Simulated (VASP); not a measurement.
Set up this calculation in VASP 6.6.1, as the native input.

| Property | Result |
| --- | --- |
| Task | single point |
| Functional | PBE |
| Potentials or basis | VASP PAW PBE potentials, release 64 (Zn) |
| Cutoff | 520 eV |
| k mesh | 24 × 24 × 10 |
| Occupations | gaussian, width 0.15 eV |
| Spin | no spin polarisation |
| Dipole correction | no |
| Further INCAR settings | ALGO = Fast; EDIFF = 1e-06; NBANDS = 19 |

The structure of Zn lies in POSCAR:

```
Zn
1.0
    2.6647980532      0.0000000000      0.0000000000
   -1.3323990266      2.3077828100      0.0000000000
    0.0000000000      0.0000000000      4.8724995000
Zn
2
Direct
    0.3333333333      0.6666666667      0.2500000000
    0.6666666667      0.3333333333      0.7500000000
```

This cell differs from its parent crystal: strain +0.000 along x and y, -0.015 along z.

One way to write it, as run:

INCAR

```
SYSTEM = Zn
ALGO = Fast
EDIFF = 1E-6
ENCUT = 520
GGA = PE
ISIF = 2
ISMEAR = 0
LASPH = .TRUE.
LCHARG = .FALSE.
LREAL = .FALSE.
LWAVE = .FALSE.
NBANDS = 19
NELM = 60
PREC = Accurate
SIGMA = 0.15
```

KPOINTS

```
k-points
0
G
  24 24 10
  0 0 0
```

Potentials or basis: VASP PAW PBE potentials, release 64 (Zn).

Run with:

```sh
$ cat potpaw_PBE.64/Zn/POTCAR > POTCAR
$ mpirun -np 1 vasp_std > vasp.out
```

It gave:

* Pressure: 0.8 GPa
* Band gap on the k mesh: zero (bands 12 and 13 overlap by 4.26 eV)

Caveat: the cell differs from its parent crystal (strain +0.000 along x and y, -0.015 along z).

It took 2.1 min on 1 thread of Intel(R) Xeon(R) Platinum 8375C CPU @ 2.90GHz (Ice Lake), with other jobs on the host, peak memory 0.27 GiB.
